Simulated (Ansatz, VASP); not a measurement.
# One calculation of Hf, two programs

File INCAR:

```
SYSTEM = Hf
PREC = Accurate
ENCUT = 520
EDIFF = 1E-6
ISMEAR = 0
SIGMA = 0.15
LREAL = .FALSE.
LASPH = .TRUE.
NELM = 60
ALGO = Fast
ISIF = 2
LWAVE = .FALSE.
LCHARG = .TRUE.
LELF = .TRUE.
LVHAR = .TRUE.
NBANDS = 11
```

Contents of KPOINTS:

```
regular mesh
0
G
  20 20 20
  0 0 0
```

POSCAR

```
Hf
1.0
    0.0000000000      2.5093390762      1.8426076837
    2.5093390762      0.0000000000      1.8426076837
    2.5093390762      2.5093390762      0.0000000000
Hf
1
Direct
    0.0000000000      0.0000000000      0.0000000000
```

Input for Ansatz:

```yaml
crystal:
  lattice:
    - [0.0, 2.5093390762, 1.8426076837]
    - [2.5093390762, 0.0, 1.8426076837]
    - [2.5093390762, 2.5093390762, 0.0]
  atoms:
    - { symbol: Hf, position: [0.0, 0.0, 0.0] }
basis:
  ecutwfc: 420
kpoints:
  mp_grid: { grid: [20, 20, 20] }
hamiltonian:
  xc: lda
scf:
  occupations: { method: gaussian, width: 0.15 }
output:
  forces: true
  stress: true
  eigenvalues: true
```

Alike in both runs: task single point; functional LDA; k mesh 20 × 20 × 20; occupations gaussian, width 0.15 eV; no spin polarisation.

|  | VASP | Ansatz |
| --- | --- | --- |
| version | VASP 6.6.1 | Ansatz 0.2.0 |
| potentials or method | VASP PAW LDA potentials, release 64 (Hf_pv), cutoff 520 eV | scalar-relativistic, plane waves, PAW |
| valence electrons in the cell | 10 | 26 |

|  | VASP | Ansatz | Ansatz less VASP |
| --- | --- | --- | --- |
| gap on the k mesh at the Fermi level (eV) | none | none | - |
| pressure (GPa) | -11.6 | -11.6 | -0.01 |
| traceless stress, the component that is largest in VASP (GPa) | 0.96 | 0.95 | -0.002 |

LDA's correlation is that of Perdew and Zunger in VASP and of Perdew and Wang (1992) in Ansatz. A gap of «none» marks a metal or a gap that the smearing closes. VASP's potentials hold 10 valence electrons a cell and Ansatz's 26, so a difference there can come from the potentials and not from the codes.

Neither program's run includes spin-orbit coupling.
